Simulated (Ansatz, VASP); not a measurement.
**One calculation of As, two programs**

Contents of POSCAR:

```
As
1.0
    1.8797500000      1.0852741700      3.4857666700
   -1.8797500000      1.0852741700      3.4857666700
    0.0000000000     -2.1705483400      3.4857666700
As
2
Direct
    0.2275400000      0.2275400000      0.2275400000
    0.7724600000      0.7724600000      0.7724600000
```

File INCAR.step1:

```
  ALGO = Normal
  EDIFF = 1E-4
  ENCUT = 520
  GGA = PE
  ISMEAR = 0
  LASPH = True
  LCHARG = False
  LREAL = False
  LWAVE = True
  NBANDS = 12
  NELM = 80
  PREC = Accurate
  SIGMA = 0.1
```

File INCAR.step2:

```
  ALGO = Normal
  BPARAM = 11.95
  CPARAM = 0.0093
  EDIFF = 1E-7
  ENCUT = 520
  ISIF = 2
  ISMEAR = 0
  ISTART = 1
  IVDW_NL = 2
  LASPH = True
  LCHARG = False
  LMIXTAU = True
  LREAL = False
  LUSE_VDW = True
  LWAVE = False
  METAGGA = R2SCAN
  NBANDS = 12
  NELM = 80
  PREC = Accurate
  SIGMA = 0.1
```

The input KPOINTS:

```
k-points
0
Gamma
  6 6 6
```

Input for Ansatz:

```yaml
crystal:
  lattice:
    - [1.87975, 1.08527417, 3.48576667]
    - [-1.87975, 1.08527417, 3.48576667]
    - [0.0, -2.17054834, 3.48576667]
  atoms:
    - { symbol: As, position: [0.22754, 0.22754, 0.22754] }
    - { symbol: As, position: [0.77246, 0.77246, 0.77246] }
basis:
  ecutwfc: 500
kpoints:
  mp_grid: { grid: [6, 6, 6] }
hamiltonian:
  xc: r2scan
  dispersion: rvv10
  pseudopotentials: { kind: paw, azcp: { folder: soft_1 } }
scf:
  occupations: { method: gaussian, width: 0.1 }
output:
  forces: true
  stress: true
  eigenvalues: true
```

Alike in both runs: task single point; functional r2SCAN; dispersion rVV10; k mesh 6 × 6 × 6; occupations gaussian, width 0.1 eV; no spin polarisation.

|  | VASP | Ansatz |
| --- | --- | --- |
| version | VASP 6.6.1 | Ansatz 0.2.0 |
| potentials or method | VASP PAW PBE potentials, release 64 (As), cutoff 520 eV | scalar-relativistic, plane waves, PAW |
| valence electrons in the cell | 10 | 30 |

Ansatz gave:

* gap on the k mesh at the Fermi level (eV): none
* pressure (GPa): 0.6
* traceless stress, the component that is largest in VASP (GPa): -0.45
* rms of the force components (eV/Å): 0.094

Task: What did VASP give for the same quantities?

Result: gap on the k mesh at the Fermi level (eV): none; pressure (GPa): 1.0; traceless stress, the component that is largest in VASP (GPa): -0.52; rms of the force components (eV/Å): 0.059.

VASP's potentials were made for PBE, not for r2SCAN. Atom by atom the forces differ by 0.035 eV/Å (rms over components). A gap of «none» marks a metal or a gap that the smearing closes. VASP's potentials hold 10 valence electrons a cell and Ansatz's 30, so a difference there can come from the potentials and not from the codes.
